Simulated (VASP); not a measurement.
Here is a VASP 6.6.1 calculation.

The input INCAR:

```
SYSTEM = In
PREC = Accurate
ENCUT = 520
EDIFF = 1E-7
ISMEAR = -1
SIGMA = 0.1
LREAL = .False.
LASPH = .True.
NELM = 100
ALGO = Normal
ISIF = 2
LWAVE = .False.
LCHARG = .True.
GGA = PE
LELF = .True.
LVHAR = .True.
NBANDS = 20
```

Contents of KPOINTS:

```
regular mesh
0
Gamma
  11 11 11
  0 0 0
```

POSCAR

```
In
1.0
    0.0000000000      2.7618798146      2.7618798146
    2.7618798146      0.0000000000      2.7618798146
    2.7618798146      2.7618798146      0.0000000000
In
2
Direct
   -0.1250000000     -0.1250000000     -0.1250000000
    0.1250000000      0.1250000000      0.1250000000
```

Potentials or basis: VASP PAW PBE potentials, release 64 (In_d).

Command:

```bash
$ cat potpaw_PBE.64/In_d/POTCAR > POTCAR
$ mpirun -np 1 vasp_std > vasp.out
```

**Question.** What does it give for the pressure?

**Answer.** 59.5 GPa.

**Question.** Estimate the band gap on the k mesh.

**Answer.** Zero (band 13 reaches 14.36 eV, above the bottom of band 14 at 7.89 eV).

Caveat: spin-orbit coupling is left out, which moves the levels of the heavy elements.
